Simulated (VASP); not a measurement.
# MoS (F-43m) in VASP: settings compared

The runs below take MoS through single point, with PBE, LDA.

Everything below comes from runs of VASP 6.6.1. Logs are shortened: lines on timing, memory, paths and dates and some standing lists are left out, and cuts for length are marked.

## (1) The cell of the first run

The structure is cubic, space group F-43m (No. 216). Conventional cell: a = 5.514 Å, b = 5.514 Å, c = 5.514 Å, α = 90.00°, β = 90.00°, γ = 90.00°. Mo (site symmetry -43m) has 4 S at 2.39 Å within 3.2 Å. S (site symmetry -43m) has 4 Mo at 2.39 Å within 3.2 Å.

## (2) Single point, PBE, collinear spin

The input, INCAR:

```
SYSTEM = MoS
ALGO = Normal
EDIFF = 1E-6
ENCUT = 520
GGA = PE
ISIF = 2
ISMEAR = 0
ISPIN = 2
LASPH = .TRUE.
LCHARG = .TRUE.
LELF = .TRUE.
LMAXMIX = 4
LORBIT = 11
LREAL = .FALSE.
LVHAR = .TRUE.
LWAVE = .FALSE.
MAGMOM = 3 0
NBANDS = 21
NELM = 150
PREC = Accurate
SIGMA = 0.05
```

The input, KPOINTS:

```
k-points
0
G
  6 6 6
  0 0 0
```

The input, POSCAR:

```
MoS
1.0
    0.0000000000      2.7569630054      2.7569630054
    2.7569630054      0.0000000000      2.7569630054
    2.7569630054      2.7569630054      0.0000000000
Mo S
1 1
Direct
    0.0000000000      0.0000000000      0.0000000000
    0.2500000000      0.2500000000      0.2500000000
```

Potentials or basis: VASP PAW PBE potentials, release 64 (Mo_sv, S).

Run with:

```
$ cat potpaw_PBE.64/Mo_sv/POTCAR potpaw_PBE.64/S/POTCAR > POTCAR
$ mpirun -np 1 vasp_std > vasp.out
```

OUTCAR:

```text
SYSTEM = MoS
   EDIFF = 1E-6
   ENCUT = 520
   GGA = PE
   ISIF = 2
   ISMEAR = 0
   ISPIN = 2
   LASPH = .TRUE.
   LORBIT = 11
   LREAL = .FALSE.
   NELM = 150
   PREC = Accurate

 ion  position               nearest neighbor table
   1  0.000  0.000  0.000-   2 2.39   2 2.39   2 2.39   2 2.39
   2  0.250  0.250  0.250-   1 2.39   1 2.39   1 2.39   1 2.39

  LATTYP: Found a face centered cubic cell.
 ALAT       =     5.5139260108

  Lattice vectors:

 A1 = (   0.0000000000,   2.7569630054,   2.7569630054)
 A2 = (   2.7569630054,   0.0000000000,   2.7569630054)
 A3 = (   2.7569630054,   2.7569630054,   0.0000000000)

Analysis of symmetry for initial positions (statically):
=====================================================================
 Subroutine PRICEL returns:
 Original cell was already a primitive cell.

 Routine SETGRP: Setting up the symmetry group for a
 face centered cubic supercell.

 Subroutine GETGRP returns: Found 24 space group operations
 (whereof 24 operations were pure point group operations)
 out of a pool of 48 trial point group operations.

The static configuration has the point symmetry T_d .

Analysis of symmetry for dynamics (positions and initial velocities):
=====================================================================
 Subroutine PRICEL returns:
 Original cell was already a primitive cell.

 Routine SETGRP: Setting up the symmetry group for a
 face centered cubic supercell.

 Subroutine GETGRP returns: Found 24 space group operations
 (whereof 24 operations were pure point group operations)
 out of a pool of 48 trial point group operations.

The dynamic configuration has the point symmetry T_d .

Analysis of structural, dynamic, and magnetic symmetry:
=====================================================================
 Subroutine PRICEL returns:
 Original cell was already a primitive cell.

 Routine SETGRP: Setting up the symmetry group for a
 face centered cubic supercell.

 Subroutine GETGRP returns: Found 24 space group operations
 (whereof 24 operations were pure point group operations)
 out of a pool of 48 trial point group operations.

The overall configuration has the point symmetry T_d .

 Subroutine INISYM returns: Found 24 space group operations
 (whereof 24 operations are pure point group operations),
 and found     1 'primitive' translations

----------------------------------------------------------------------------------------

                                     Primitive cell

  volume of cell :      41.9105

  direct lattice vectors                    reciprocal lattice vectors
     0.000000000  2.756963005  2.756963005    -0.181358981  0.181358981  0.181358981
     2.756963005  0.000000000  2.756963005     0.181358981 -0.181358981  0.181358981
     2.756963005  2.756963005  0.000000000     0.181358981  0.181358981 -0.181358981

  length of vectors
     3.898934473  3.898934473  3.898934473     0.314122969  0.314122969  0.314122969

  position of ions in fractional coordinates (direct lattice)
     0.000000000  0.000000000  0.000000000
     0.250000000  0.250000000  0.250000000

  ion indices of the primitive-cell ions
   primitive index   ion index
                 1           1
                 2           2

----------------------------------------------------------------------------------------

 KPOINTS: k-points

Automatic generation of k-mesh.
 Grid dimensions read from file:
 generate k-points for:    6    6    6

 Generating k-lattice:

  Cartesian coordinates                     Fractional coordinates (reciprocal lattice)
    -0.030226497  0.030226497  0.030226497     0.166666667  0.000000000  0.000000000
     0.030226497 -0.030226497  0.030226497     0.000000000  0.166666667  0.000000000
     0.030226497  0.030226497 -0.030226497     0.000000000  0.000000000  0.166666667

  Length of vectors
     0.052353828  0.052353828  0.052353828

  Shift w.r.t. Gamma in fractional coordinates (k-lattice)
     0.000000000  0.000000000  0.000000000

 Subroutine IBZKPT returns following result:
 ===========================================

 Found     16 irreducible k-points:

 Following reciprocal coordinates:
            Coordinates               Weight
  0.000000  0.000000  0.000000      1.000000
  0.166667  0.000000  0.000000      8.000000
  0.333333  0.000000  0.000000      8.000000
  0.500000  0.000000  0.000000      4.000000
  0.166667  0.166667  0.000000      6.000000
  0.333333  0.166667  0.000000     24.000000
[... 8 lines left out ...]
 -0.333333  0.333333  0.166667     24.000000
 -0.333333  0.500000  0.166667     12.000000
   k-points           NKPTS =     16   k-points in BZ     NKDIM =     16   number of bands    NBANDS=     21
   number of dos      NEDOS =    301   number of ions     NIONS =      2
   total plane-waves  NPLWV =  27000
   dimension x,y,z NGX =    30 NGY =   30 NGZ =   30
   dimension x,y,z NGXF=    60 NGYF=   60 NGZF=   60
   ions per type =               1   1
   NGX,Y,Z   is equivalent  to a cutoff of  12.79, 12.79, 12.79 a.u.
   NGXF,Y,Z  is equivalent  to a cutoff of  25.58, 25.58, 25.58 a.u.
 SYSTEM =  MoS
   PREC   = accura    normal or accurate (medium, high low for compatibility)
   ISTART =      0    job   : 0-new  1-cont  2-samecut
   ICHARG =      2    charge: 1-file 2-atom 10-const
   ISPIN  =      2    spin polarized calculation?
   LNONCOLLINEAR =      F non collinear calculations
   LSORBIT =      F    spin-orbit coupling
   LASPH  =      T    aspherical Exc in radial PAW
   ENCUT  =  520.0 eV  38.22 Ry    6.18 a.u.   7.25  7.25  7.25*2*pi/ulx,y,z
   NELM   =    150;   NELMIN=  2; NELMDL= -5     # of ELM steps
   EDIFF  = 0.1E-05   stopping-criterion for ELM
   LREAL  =      F    real-space projection
   EDIFFG = 0.1E-04   stopping-criterion for IOM
   NSW    =      0    number of steps for IOM
   IBRION =     -1    ionic relax: 0-MD 1-quasi-New 2-CG
   NFREE  =      0    steps in history (QN), initial steepest desc. (CG)
   ISIF   =      2    stress and relaxation
   ISYM   =      2    0-nonsym 1-usesym 2-fastsym
   POTIM  = 0.5000    time-step for ionic-motion
   TEBEG  =    0.0;   TEEND  =   0.0 temperature during run
   PSTRESS=    0.0 pullay stress
   NELECT =      20.0000    total number of electrons
   NUPDOWN=      -1.0000    fix difference up-down
   EMIN   =  10.00;   EMAX   =-10.00  energy-range for DOS
   EFERMI =   0.00;   METHOD = LEGACY
   ISMEAR =     0;   SIGMA  =   0.05  broadening in eV -4-tet -1-fermi 0-gaus
   EFERMI_NEDOS =   21; number of points for ismear=-14 and -15
   IALGO  =     38    algorithm
   IMIX   =      4    mixing-type and parameters
     AMIX     =   0.40;   BMIX     =  1.00
     AMIX_MAG =   1.60;   BMIX_MAG =  1.00
  volume/ion in A,a.u.               =      20.96       141.41
  Fermi-wavevector in a.u.,A,eV,Ry     =   1.279314  2.417553 22.267905  1.636645
  Thomas-Fermi vector in A             =   2.411807
   LORBIT       =     11    0 simple, 1 ext, 2 COOP (PROOUT), +10 PAW based schemes
   GGA     = PE    functional components
   LHFCALC =     F    Hartree Fock is set to
   AEXX    =    0.0000 exact exchange contribution
   IVDW    =     0    specifies the selected vdW correction
   LEPSILON=     F    determine dielectric tensor
   LRPA    =     F    only Hartree local field effects (RPA)
 spin polarized calculation
 Gauss-broadening in eV      SIGMA  =   0.05
  energy-cutoff  :      520.00
  volume of cell :       41.91
 maximum number of plane-waves:      1158
 NGX is ok and might be reduce to    30
   NGX = 15   NGY = 15   NGZ = 15

 number of electron      20.0000000 magnetization       0.9853725

 Free energy of the ion-electron system (eV)
  ---------------------------------------------------
  ext. energy  EPLUGINS =         0.00000000
  ---------------------------------------------------
  free energy    TOTEN  =       -14.87903280 eV

  energy without entropy =      -14.87650614  energy(sigma->0) =      -14.87776947

 E-fermi :   6.9060     XC(G=0): -10.3929

 val. band max:        6.8936266028   @ k =  -0.3333   0.3333   0.0000
 cond. band min:       6.9223729640   @ k =  -0.3333   0.1667   0.0000
 fundamental gap:      0.0287463611
 Fermi energy:         6.9060280301

 spin component 1

 k-point     1 :       0.0000    0.0000    0.0000
  band No.  band energies     occupation
      1     -54.3163      1.00000
      2     -28.4586      1.00000
      3     -28.4586      1.00000
      4     -28.4586      1.00000
      5      -7.6861      1.00000
      6       1.5829      1.00000
[... 13 lines left out ...]
     20      20.2297      0.00000
     21      20.9758      0.00000
[... 337 lines left out ...]
 k-point    16 :      -0.3333    0.5000    0.1667
  band No.  band energies     occupation
      1     -54.3116      1.00000
      2     -28.5179      1.00000
      3     -28.4904      1.00000
      4     -28.4824      1.00000
      5      -6.8153      1.00000
      6       1.0202      1.00000
[... 13 lines left out ...]
     20      20.4151      0.00000
     21      20.7578      0.00000
 Fermi energy:         6.9060280301

 spin component 2

 k-point     1 :       0.0000    0.0000    0.0000
  band No.  band energies     occupation
      1     -53.7620      1.00000
      2     -27.8462      1.00000
      3     -27.8462      1.00000
      4     -27.8462      1.00000
      5      -7.6525      1.00000
      6       1.7531      1.00000
[... 13 lines left out ...]
     20      20.4444      0.00000
     21      21.1381      0.00000
[... 337 lines left out ...]
 k-point    16 :      -0.3333    0.5000    0.1667
  band No.  band energies     occupation
      1     -53.7573      1.00000
      2     -27.9082      1.00000
      3     -27.8790      1.00000
      4     -27.8708      1.00000
      5      -6.8003      1.00000
      6       1.2225      1.00000
[... 13 lines left out ...]
     20      20.5880      0.00000
     21      20.9086      0.00000

------------------------ aborting loop because EDIFF is reached ----------------------------------------

  FORCE on cell =-STRESS in cart. coord.  units (eV):
  Direction    XX          YY          ZZ          XY          YZ          ZX
  --------------------------------------------------------------------------------------
  -------------------------------------------------------------------------------------
  Total       -2.4091004     -2.4091004     -2.4091004      0.0000000      0.0000000     -0.0000000
  in kB      -92.0964053    -92.0964053    -92.0964053      0.0000000      0.0000000     -0.0000000
  external PRESSURE =     -92.0964053 kB  Pullay stress =       0.0000000 kB

 VOLUME and BASIS-vectors are now :
 -----------------------------------------------------------------------------
  energy-cutoff  :      520.00
  volume of cell :       41.91
      direct lattice vectors                 reciprocal lattice vectors
     0.000000000  2.756963005  2.756963005    -0.181358981  0.181358981  0.181358981
     2.756963005  0.000000000  2.756963005     0.181358981 -0.181358981  0.181358981
     2.756963005  2.756963005  0.000000000     0.181358981  0.181358981 -0.181358981

 POSITION                                       TOTAL-FORCE (eV/Angst)
 -----------------------------------------------------------------------------------
      0.00000      0.00000      0.00000        -0.000000     -0.000000     -0.000000
      1.37848      1.37848      1.37848         0.000000      0.000000      0.000000
 -----------------------------------------------------------------------------------
    total drift:                               -0.000000     -0.000000     -0.000000

  FREE ENERGIE OF THE ION-ELECTRON SYSTEM (eV)
  ---------------------------------------------------
  free  energy   TOTEN  =       -14.8790327950 eV

  energy  without entropy=      -14.8765061409  energy(sigma->0) =      -14.87776947

 total charge

# of ion       s       p       d       tot
------------------------------------------
    1        2.249   6.105   4.014  12.368
    2        1.311   2.373   0.000   3.684
--------------------------------------------------
tot          3.560   8.478   4.014  16.053

 magnetization (x)

# of ion       s       p       d       tot
------------------------------------------
    1        0.023   0.008   0.851   0.882
    2       -0.003  -0.026   0.000  -0.029
--------------------------------------------------
tot          0.019  -0.017   0.851   0.853
```

Wall time 18 s (1 thread of AMD EPYC 9R45 (Zen 5), shared host); peak memory 0.16 GiB.

What came out:

| Quantity | Value |
| --- | --- |
| Free energy | -14.8790 eV |
| Pressure | -9.2 GPa |
| Net moment | 0.99 μB per cell |
| Site moments | Mo +0.88; S -0.03 μB |
| Valence electrons inside the program's atomic spheres | Mo 12.37; S 3.68 |

Caveat: the cell stands under tension.

## (3) Single point, LDA, collinear spin

This run uses another cell than the first one, of 19.20 Å³/atom.

The input, INCAR:

```
ALGO     = Normal         # electronic algorithm
EDIFF    = 1E-6           # SCF threshold, eV
ENCUT    = 520            # plane-wave cutoff, eV
ISIF     = 2              # what is computed and relaxed
ISMEAR   = 0              # smearing method
ISPIN    = 2              # spin polarisation
LASPH    = T              # aspherical terms in the spheres
LCHARG   = F              # write CHGCAR
LMAXMIX  = 4              # l up to which the mixer works
LORBIT   = 11             # projections on sites
LREAL    = F              # projectors in reciprocal space
LWAVE    = F              # write WAVECAR
MAGMOM   = 3 0            # initial moments
NBANDS   = 21             # bands
NELM     = 150            # most SCF steps
PREC     = Accurate       # precision mode
SIGMA    = 0.05           # smearing width, eV
```

The input, KPOINTS:

```
k-points
0
Gamma
  12 12 12
```

The input, POSCAR:

```
MoS
1.0
    0.0000000000      2.6776536121      2.6776536121
    2.6776536121      0.0000000000      2.6776536121
    2.6776536121      2.6776536121      0.0000000000
Mo S
1 1
Direct
    0.0000000000      0.0000000000      0.0000000000
    0.2500000000      0.2500000000      0.2500000000
```

Potentials or basis: VASP PAW LDA potentials, release 64 (Mo_sv, S).

Run with:

```
$ cat potpaw_LDA.64/Mo_sv/POTCAR potpaw_LDA.64/S/POTCAR > POTCAR
$ mpirun -np 1 vasp_std > vasp.out
```

OUTCAR:

```text
EDIFF = 1E-6
   ENCUT = 520
   ISIF = 2
   ISMEAR = 0
   ISPIN = 2
   LASPH = T
   LORBIT = 11
   LREAL = F
   NELM = 150
   PREC = Accurate

 ion  position               nearest neighbor table
   1  0.000  0.000  0.000-   2 2.32   2 2.32   2 2.32   2 2.32
   2  0.250  0.250  0.250-   1 2.32   1 2.32   1 2.32   1 2.32

  LATTYP: Found a face centered cubic cell.
 ALAT       =     5.3553072242

  Lattice vectors:

 A1 = (   0.0000000000,   2.6776536121,   2.6776536121)
 A2 = (   2.6776536121,   0.0000000000,   2.6776536121)
 A3 = (   2.6776536121,   2.6776536121,   0.0000000000)

[... 1365 lines left out ...]
  external PRESSURE =     -84.4312661 kB  Pullay stress =       0.0000000 kB

 VOLUME and BASIS-vectors are now :
 -----------------------------------------------------------------------------
  energy-cutoff  :      520.00
  volume of cell :       38.40
      direct lattice vectors                 reciprocal lattice vectors
     0.000000000  2.677653612  2.677653612    -0.186730650  0.186730650  0.186730650
     2.677653612  0.000000000  2.677653612     0.186730650 -0.186730650  0.186730650
     2.677653612  2.677653612  0.000000000     0.186730650  0.186730650 -0.186730650

 POSITION                                       TOTAL-FORCE (eV/Angst)
 -----------------------------------------------------------------------------------
      0.00000      0.00000      0.00000        -0.000000      0.000000      0.000000
      1.33883      1.33883      1.33883         0.000000     -0.000000     -0.000000
 -----------------------------------------------------------------------------------
    total drift:                               -0.000000     -0.000000     -0.000000

  FREE ENERGIE OF THE ION-ELECTRON SYSTEM (eV)
  ---------------------------------------------------
  free  energy   TOTEN  =       -16.8629472689 eV

  energy  without entropy=      -16.8608563667  energy(sigma->0) =      -16.86190182

 total charge

# of ion       s       p       d       tot
------------------------------------------
    1        2.272   6.126   4.154  12.553
    2        1.313   2.395   0.000   3.708
--------------------------------------------------
tot          3.585   8.521   4.154  16.261

 magnetization (x)

# of ion       s       p       d       tot
------------------------------------------
    1       -0.000  -0.000  -0.000  -0.000
    2       -0.000  -0.000   0.000  -0.000
--------------------------------------------------
tot         -0.000  -0.000  -0.000  -0.000
```

Wall time 50 s (1 thread of AMD EPYC 9R45 (Zen 5), shared host); peak memory 0.18 GiB.

Results:

```
Free energy                                           : -16.8629 eV
Pressure                                              : -8.4 GPa
Band gap on the k mesh                                : zero (filled and empty bands overlap)
Net moment                                            : 0.00 μB per cell
Valence electrons inside the program's atomic spheres : Mo 12.55; S 3.71
```

Caveat: the cell stands under tension.

The gap in the log of VASP goes by the Fermi energy; the results here count the filled bands.